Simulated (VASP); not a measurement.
## Ir: relaxation of cell and atoms with r2SCAN

Crystal: Ir.

```
CELL_PARAMETERS angstrom
-1.57886 1.57886 1.57886
1.57886 -1.57886 1.57886
1.57886 1.57886 -1.57886
ATOMIC_POSITIONS crystal
Ir 0.00000 0.00000 0.00000
```

```yaml
Program: VASP 6.6.1
Task: relaxation of cell and atoms
Functional: r2SCAN
Potentials_or_basis: VASP PAW PBE potentials, release 64 (Ir)
Cutoff: 600 eV
k_mesh: 8 × 8 × 8
Occupations: gaussian, width 0.1 eV
Spin: no spin polarisation
Dipole_correction: no
Further_INCAR_settings: ALGO = Normal; EDIFF = 1e-06; IBRION = 2; EDIFFG = -0.04; NSW = 90; ISIF = 3
```

```json
{"Relaxed volume": "14.85 Å³/atom", "Relaxed cell": "a = 2.682 Å, b = 2.682 Å, c = 2.682 Å, α = 109.47°, β = 109.47°, γ = 109.47°", "Space group after relaxing (to 0.05 Å)": "Im-3m (No. 229)", "Energy gained by relaxing": "50.7 meV/atom", "Ionic steps": "4", "Pressure after relaxing": "-0.3 GPa"}
```

The path:
| step | energy change (eV) | largest force (eV/Å) | pressure (GPa) | volume (Å³) |
| --- | --- | --- | --- | --- |
| 1 | 0.0000 | 0.0000 | -16.82 | 15.74 |
| 2 | 0.6173 | 0.0000 | 101.08 | 12.27 |
| 3 | -0.0504 | 0.0000 | -1.53 | 14.90 |
| 4 | -0.0507 | 0.0000 | -0.30 | 14.85 |

Final structure:
```xyz
1
Lattice="-1.5484 1.5484 1.5484 1.5484 -1.5484 1.5484 1.5484 1.5484 -1.5484" Properties=species:S:1:pos:R:3 pbc="T T T"
Ir    1.5484    1.5484   -1.5484
```

Levels at points of the mesh, in eV from the Fermi level:
| k point | band 1 | band 2 | band 3 | band 4 | band 5 | band 6 | band 7 | band 8 |
| --- | --- | --- | --- | --- | --- | --- | --- | --- |
| (0.00, 0.00, 0.00) | -10.74 | -3.56 | -3.56 | -3.56 | -0.55 | -0.55 | 17.92 | 17.92 |
| (0.50, 0.00, 0.00) | -7.52 | -5.41 | -0.70 | -0.05 | 0.04 | 2.29 | 8.18 | 13.81 |
| (0.50, 0.50, 0.50) | -7.07 | -7.07 | 1.60 | 1.60 | 1.60 | 8.32 | 8.32 | 8.32 |

It took 2.8 min on 1 thread of AMD EPYC 7R13 (shared host), peak memory 0.13 GiB.

Caveat: the PAW data sets were made with another functional, which shifts forces and pressure a little; spin-orbit coupling is left out, which moves the levels of the heavy elements.
